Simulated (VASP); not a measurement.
B4Pd: single point with PBE

The system is B4Pd.

```
B Pd
1.0
     3.21688    0.00000    0.00000
    -1.60844    2.78590    0.00000
     0.00000    0.00000    5.52460
B Pd
4 1
Direct
  0.00000 0.00000 0.32877
  0.00000 0.00000 0.67123
  0.33333 0.66667 0.61848
  0.33333 0.66667 0.38152
  0.33333 0.66667 0.00000
```

```json
{"Program": "VASP 6.6.1", "Task": "single point", "Functional": "PBE", "Potentials or basis": "VASP PAW PBE potentials, release 64 (B, Pd)", "Cutoff": "520 eV", "k mesh": "6 × 6 × 4", "Occupations": "gaussian, width 0.1 eV", "Spin": "no spin polarisation"}
```

```json
{
 "Pressure": "7.4 GPa",
 "Largest force": "14.393 eV/Å",
 "Band gap on the k mesh": "zero (band 11 reaches 7.44 eV, above the bottom of band 12 at 5.59 eV)"
}
```

Forces on the atoms (eV/Å):
```
B     0.000   0.000  -1.809
B     0.000   0.000   1.809
B     0.000   0.000  14.393
B     0.000   0.000 -14.393
Pd    0.000   0.000   0.000
```

Stress tensor (GPa, compression positive):
```
-20.17   0.00   0.00
  0.00 -20.17   0.00
  0.00   0.00  62.63
```

Levels at points of the mesh, in eV from the Fermi level:
```tsv
k point	band 9	band 10	band 11	band 12	band 13	band 14
(0.00, 0.00, 0.00)	-2.48	-2.48	-0.09	2.60	2.60	3.89
(0.50, 0.00, 0.00)	-1.91	-1.60	-0.69	-0.41	1.48	2.55
(0.00, 0.00, 0.50)	-1.44	-1.44	0.16	1.84	1.92	1.92
(0.50, 0.00, 0.50)	-2.02	-1.64	-0.96	-0.23	1.27	3.14
```

It took 17 s on 1 thread of Intel Xeon 6975P-C (shared host), peak memory 0.17 GiB.

Caveat: the k points lie up to 0.38 Å⁻¹ apart; forces of over 1 eV/Å act on the atoms, so gaps and moduli don't describe the material at rest.
